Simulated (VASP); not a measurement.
A run of VASP 6.6.1 is set up as follows.

INCAR

```
SYSTEM = CO2
PREC = Accurate
ENCUT = 520
EDIFF = 1E-6
ISMEAR = 1
SIGMA = 0.02
LREAL = .False.
LASPH = .True.
NELM = 100
ALGO = Normal
ISIF = 2
LWAVE = .False.
LCHARG = .False.
GGA = PS
NBANDS = 25
```

File KPOINTS:

```
regular mesh
0
Gamma
  7 7 7
  0 0 0
```

Contents of POSCAR:

```
CO2
1.0
   -1.9614763792      1.9614763792      2.9938307999
    1.9614763792     -1.9614763792      2.9938307999
    1.9614763792      1.9614763792     -2.9938307999
C O
2 4
Direct
    0.7500000000      0.2500000000      0.5000000000
    0.0000000000      0.0000000000      0.0000000000
    0.7098000000      0.1250000000      0.0848000000
    0.0402000000      0.6250000000      0.9152000000
    0.3750000000      0.2902000000      0.4152000000
    0.8750000000      0.9598000000      0.5848000000
```

Potentials or basis: VASP PAW PBE potentials, release 64 (C, O).

Command:

```sh
$ cat potpaw_PBE.64/C/POTCAR potpaw_PBE.64/O/POTCAR > POTCAR
$ mpirun -np 1 vasp_std > vasp.out
```

Task: Predict the pressure.

Result: 0.4 GPa.

Task: What does it give for the largest force?

Result: 0.167 eV/Å.

Stress tensor (GPa, compression positive):
```
 1.13  0.00  0.00
 0.00  1.13  0.00
 0.00  0.00 -1.01
```

Caveat: the PAW data sets were made with another functional, which shifts forces and pressure a little.
